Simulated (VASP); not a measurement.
HfO2:

```
CELL_PARAMETERS angstrom
3.25221 0.00000 0.00000
-1.62611 2.81650 0.00000
0.00000 0.00000 5.60170
ATOMIC_POSITIONS crystal
Hf 0.00000 0.00000 0.00000
O 0.33333 0.66667 0.17312
O 0.66667 0.33333 0.82688
```

Program: VASP 6.6.1. Alike in all runs: task single point; potentials or basis VASP PAW PBE potentials, release 64 (Hf_pv, O); no spin polarisation; cell as given; k mesh 12 × 12 × 6; cutoff (eV) 520; smearing gaussian 0.05 eV.

**Question.** Order these runs on this cell by their pressure, lowest first.
A. level r2SCAN
B. level PBE+U; U Hf d U = 5.0 eV
C. level PBE+U; U Hf d U = 8.0 eV

**Answer.** A (-5.6 GPa), B (7.0 GPa), C (12.6 GPa).

Caveats: the PAW data sets were made with another functional, which shifts forces and pressure a little (some runs).
